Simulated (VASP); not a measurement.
# Li2S (Fm-3m) in VASP: further runs

Runs on Li2S. Level: PBEsol. Tasks: single point.

All numbers are computed with VASP 6.6.1; they aren't measurements. Logs are shortened: lines on timing, memory, paths and dates and some standing lists are left out, and cuts for length are marked.

### Step 1. The cell of the first run

The structure is cubic, space group Fm-3m (No. 225). The conventional cell has a = 5.416 Å, b = 5.416 Å, c = 5.416 Å, α = 90.00°, β = 90.00°, γ = 90.00°. Li (site symmetry -43m) has 4 S at 2.35 Å and 6 Li at 2.71 Å within 3.1 Å. S (site symmetry m-3m) has 8 Li at 2.35 Å within 3.1 Å.

### Step 2. Single point, PBEsol

Input file INCAR:

```
  PREC = Accurate
  ENCUT = 750
  EDIFF = 1E-6
  ISMEAR = 0
  SIGMA = 0.01
  LREAL = False
  LASPH = True
  NELM = 120
  ALGO = Normal
  ISIF = 2
  LWAVE = False
  LCHARG = True
  GGA = PS
  LELF = True
  LVHAR = True
  NBANDS = 13
  GGA_COMPAT = False
```

Input file KPOINTS:

```
regular mesh
0
Gamma
  8 8 8
```

Input file POSCAR:

```
Li2S
1.0
    2.7081260299      2.7081260299      0.0000000000
   -2.7081260299      2.7081260299      0.0000000000
    0.0000000000      2.7081260299      2.7081260299
Li S
2 1
Direct
    0.2500000000      0.7500000000      0.5000000000
    0.7500000000      0.2500000000      0.5000000000
    0.0000000000      0.0000000000      0.0000000000
```

Potentials or basis: VASP PAW PBE potentials, release 64 (Li_sv, S).

The run is started by

```console
> cat potpaw_PBE.64/Li_sv/POTCAR potpaw_PBE.64/S/POTCAR > POTCAR
> mpirun -np 1 vasp_std > vasp.out
```

OUTCAR:

```text
PREC = Accurate
   ENCUT = 750
   EDIFF = 1E-6
   ISMEAR = 0
   LREAL = False
   LASPH = True
   NELM = 120
   ISIF = 2
   GGA = PS

 ion  position               nearest neighbor table
   1  0.250  0.750  0.500-   3 2.35   3 2.35   3 2.35   3 2.35
   2  0.750  0.250  0.500-   3 2.35   3 2.35   3 2.35   3 2.35
   3  0.000  0.000  0.000-   2 2.35   1 2.35   2 2.35   1 2.35   1 2.35   2 2.35   1 2.35   2 2.35

  LATTYP: Found a face centered cubic cell.
 ALAT       =     5.4162520598

  Lattice vectors:

 A1 = (   0.0000000000,   2.7081260299,   2.7081260299)
 A2 = (   2.7081260299,   0.0000000000,   2.7081260299)
 A3 = (   2.7081260299,   2.7081260299,   0.0000000000)

Analysis of symmetry for initial positions (statically):
=====================================================================
 Subroutine PRICEL returns:
 Original cell was already a primitive cell.

 Routine SETGRP: Setting up the symmetry group for a
 face centered cubic supercell.

 Subroutine GETGRP returns: Found 48 space group operations
 (whereof 48 operations were pure point group operations)
 out of a pool of 48 trial point group operations.

The static configuration has the point symmetry O_h .

Analysis of symmetry for dynamics (positions and initial velocities):
=====================================================================
 Subroutine PRICEL returns:
 Original cell was already a primitive cell.

 Routine SETGRP: Setting up the symmetry group for a
 face centered cubic supercell.

 Subroutine GETGRP returns: Found 48 space group operations
 (whereof 48 operations were pure point group operations)
 out of a pool of 48 trial point group operations.

The dynamic configuration has the point symmetry O_h .

 Subroutine INISYM returns: Found 48 space group operations
 (whereof 48 operations are pure point group operations),
 and found     1 'primitive' translations

----------------------------------------------------------------------------------------

                                     Primitive cell

  volume of cell :      39.7225

  direct lattice vectors                    reciprocal lattice vectors
     2.708126030  2.708126030  0.000000000     0.184629517  0.184629517 -0.184629517
    -2.708126030  2.708126030  0.000000000    -0.184629517  0.184629517 -0.184629517
     0.000000000  2.708126030  2.708126030     0.000000000  0.000000000  0.369259033

  length of vectors
     3.829868560  3.829868560  3.829868560     0.319787703  0.319787703  0.369259033

  position of ions in fractional coordinates (direct lattice)
     0.250000000  0.750000000  0.500000000
     0.750000000  0.250000000  0.500000000
     0.000000000  0.000000000  0.000000000
[... 93 lines left out ...]
   ISMEAR =     0;   SIGMA  =   0.01  broadening in eV -4-tet -1-fermi 0-gaus
   EFERMI_NEDOS =   21; number of points for ismear=-14 and -15
   IALGO  =     38    algorithm
   IMIX   =      4    mixing-type and parameters
     AMIX     =   0.40;   BMIX     =  1.00
     AMIX_MAG =   1.60;   BMIX_MAG =  1.00
  volume/ion in A,a.u.               =      13.24        89.35
  Fermi-wavevector in a.u.,A,eV,Ry     =   1.098474  2.075815 16.417398  1.206645
  Thomas-Fermi vector in A             =   2.234852
   LORBIT       =      0    0 simple, 1 ext, 2 COOP (PROOUT), +10 PAW based schemes
   GGA     = PS    functional components
   LHFCALC =     F    Hartree Fock is set to
   AEXX    =    0.0000 exact exchange contribution
   IVDW    =     0    specifies the selected vdW correction
   LEPSILON=     F    determine dielectric tensor
   LRPA    =     F    only Hartree local field effects (RPA)
 non-spin polarized calculation
 Gauss-broadening in eV      SIGMA  =   0.01
  energy-cutoff  :      750.00
  volume of cell :       39.72
 maximum number of plane-waves:      1880
 NGX is ok and might be reduce to    36
   NGX = 17   NGY = 17   NGZ = 17

 number of electron      12.0000003 magnetization

 Free energy of the ion-electron system (eV)
  ---------------------------------------------------
  ext. energy  EPLUGINS =         0.00000000
  ---------------------------------------------------
  free energy    TOTEN  =       -12.26458553 eV

  energy without entropy =      -12.26458553  energy(sigma->0) =      -12.26458553

 E-fermi :   2.5322     XC(G=0):  -9.2308

 val. band max:        2.4363513811   @ k =   0.0000   0.0000   0.0000
 cond. band min:       5.5123854786   @ k =   0.5000   0.5000   0.0000
 fundamental gap:      3.0760340974
 Fermi energy:         2.5321782271

 k-point     1 :       0.0000    0.0000    0.0000
  band No.  band energies     occupation
      1     -40.8355      2.00000
      2     -40.7535      2.00000
      3      -9.0287      2.00000
      4       2.4364      2.00000
      5       2.4364      2.00000
      6       2.4364      2.00000
      7       7.3543      0.00000
      8       8.6082      0.00000
      9       8.6082      0.00000
     10       8.6082      0.00000
     11      13.9608      0.00000
     12      13.9608      0.00000
     13      15.4551      0.00000
[... 354 lines left out ...]
  band No.  band energies     occupation
      1     -40.7921      2.00000
      2     -40.7920      2.00000
      3      -8.3716      2.00000
      4      -0.6906      2.00000
      5       0.9290      2.00000
      6       1.2916      2.00000
      7       8.3199      0.00000
      8       9.4421      0.00000
      9      11.2934      0.00000
     10      11.9919      0.00000
     11      13.3812      0.00000
     12      14.9172      0.00000
     13      16.6866      0.00000

 [... further k-points ...]

------------------------ aborting loop because EDIFF is reached ----------------------------------------

  FORCE on cell =-STRESS in cart. coord.  units (eV):
  Direction    XX          YY          ZZ          XY          YZ          ZX
  --------------------------------------------------------------------------------------
  -------------------------------------------------------------------------------------
  Total        1.7444865      1.7444865      1.7444865     -0.0000000     -0.0000000      0.0000000
  in kB       70.3625511     70.3625511     70.3625511     -0.0000000     -0.0000000      0.0000000
  external PRESSURE =      70.3625511 kB  Pullay stress =       0.0000000 kB

 VOLUME and BASIS-vectors are now :
 -----------------------------------------------------------------------------
  energy-cutoff  :      750.00
  volume of cell :       39.72
      direct lattice vectors                 reciprocal lattice vectors
     2.708126030  2.708126030  0.000000000     0.184629517  0.184629517 -0.184629517
    -2.708126030  2.708126030  0.000000000    -0.184629517  0.184629517 -0.184629517
     0.000000000  2.708126030  2.708126030     0.000000000  0.000000000  0.369259033

 POSITION                                       TOTAL-FORCE (eV/Angst)
 -----------------------------------------------------------------------------------
     -1.35406      4.06219      1.35406         0.000000      0.000000      0.000000
      1.35406      4.06219      1.35406        -0.000000      0.000000     -0.000000
      0.00000      0.00000      0.00000         0.000000     -0.000000      0.000000
 -----------------------------------------------------------------------------------
    total drift:                                0.000000      0.000000      0.000000

  FREE ENERGIE OF THE ION-ELECTRON SYSTEM (eV)
  ---------------------------------------------------
  free  energy   TOTEN  =       -12.2645855315 eV

  energy  without entropy=      -12.2645855315  energy(sigma->0) =      -12.26458553
```

OSZICAR:

```text
N       E                     dE             d eps       ncg     rms          rms(c)
DAV:   1     0.552476945341E+02    0.55248E+02   -0.65895E+03   754   0.118E+03
DAV:   2    -0.490744364592E+01   -0.60155E+02   -0.57588E+02   944   0.236E+02
DAV:   3    -0.123825613893E+02   -0.74751E+01   -0.74251E+01  1437   0.533E+01
DAV:   4    -0.125472652609E+02   -0.16470E+00   -0.16464E+00   979   0.103E+01
DAV:   5    -0.125516800104E+02   -0.44147E-02   -0.44145E-02  1187   0.122E+00    0.393E+00
DAV:   6    -0.122870736491E+02    0.26461E+00   -0.38512E-01   888   0.261E+00    0.291E+00
DAV:   7    -0.122610950292E+02    0.25979E-01   -0.12176E-01  1089   0.163E+00    0.165E+00
DAV:   8    -0.122648553414E+02   -0.37603E-02   -0.19887E-02  1030   0.858E-01    0.618E-01
DAV:   9    -0.122645744884E+02    0.28085E-03   -0.42616E-04  1065   0.131E-01    0.408E-01
DAV:  10    -0.122645901618E+02   -0.15673E-04   -0.48717E-04   884   0.125E-01    0.183E-01
DAV:  11    -0.122645861305E+02    0.40314E-05   -0.31300E-05  1103   0.455E-02    0.735E-02
DAV:  12    -0.122645855315E+02    0.59898E-06   -0.37161E-06   966   0.138E-02
   1 F= -.12264586E+02 E0= -.12264586E+02  d E =-.435389E-44
```

Run time: 35 s. Hardware: 1 thread of Intel Xeon 8259CL, shared host; peak memory 0.2 GiB.

What came out:

```yaml
Free_energy: -12.2646 eV
Pressure: 7.0 GPa
Band_gap_on_the_k_mesh: 3.08 eV, indirect (least direct gap 4.86 eV)
```

Levels at points of the mesh, in eV from the valence-band top:
| k point | band 3 | band 4 | band 5 | band 6 | band 7 | band 8 | band 9 | band 10 |
| --- | --- | --- | --- | --- | --- | --- | --- | --- |
| (0.00, 0.00, 0.00) | -11.47 | 0.00 | 0.00 | 0.00 | 4.92 | 6.17 | 6.17 | 6.17 |
| (0.50, 0.00, 0.00) | -10.89 | -3.47 | -0.64 | -0.64 | 6.51 | 6.51 | 6.74 | 8.99 |
| (0.50, 0.50, 0.00) | -10.74 | -2.53 | -1.78 | -1.78 | 3.08 | 7.43 | 12.11 | 12.11 |

Caveat: the PAW data sets were made with another functional, which shifts forces and pressure a little. A k mesh can miss the band edges.

### Step 3. Single point, PBEsol

This run uses another cell than the first one, of 13.89 Å³/atom, 1.049 times its volume.

Input file INCAR:

```
PREC = Accurate
ENCUT = 750
EDIFF = 1E-6
ISMEAR = 0
SIGMA = 0.01
LREAL = False
LASPH = True
NELM = 120
ALGO = Normal
ISIF = 2
LWAVE = False
LCHARG = False
GGA = PS
NBANDS = 13
GGA_COMPAT = False
```

KPOINTS is that of step 2.

Input file POSCAR:

```
Li2S
1.0
    2.7518747133      2.7518747133      0.0000000000
   -2.7518747133      2.7518747133      0.0000000000
    0.0000000000      2.7518747133      2.7518747133
Li S
2 1
Direct
    0.2500000000      0.7500000000      0.5000000000
    0.7500000000      0.2500000000      0.5000000000
    0.0000000000      0.0000000000      0.0000000000
```

Potentials or basis: VASP PAW PBE potentials, release 64 (Li_sv, S).

The run is started by

```console
> cat potpaw_PBE.64/Li_sv/POTCAR potpaw_PBE.64/S/POTCAR > POTCAR
> mpirun -np 1 vasp_std > vasp.out
```

It took 38 s on 1 thread of Intel Xeon 8259CL, shared host; peak memory 0.2 GiB.

The run converged. Its results:

| Property | Result |
| --- | --- |
| Free energy | -12.3331 eV |
| Pressure | 4.0 GPa |
| Band gap on the k mesh | 3.13 eV, indirect (least direct gap 4.65 eV) |

Levels at points of the mesh, in eV from the valence-band top:
```tsv
k point	band 2	band 3	band 4	band 5	band 6	band 7	band 8	band 9	band 10	band 11
(0.00, 0.00, 0.00)	-43.26	-11.32	0.00	0.00	0.00	4.65	6.17	6.17	6.17	11.40
(0.50, 0.00, 0.00)	-43.29	-10.79	-3.29	-0.60	-0.60	6.50	6.51	6.51	8.75	13.42
(0.50, 0.50, 0.00)	-43.28	-10.64	-2.42	-1.67	-1.67	3.13	7.30	11.74	11.74	12.92
```

Caveat: the PAW data sets were made with another functional, which shifts forces and pressure a little. A k mesh can miss the band edges.
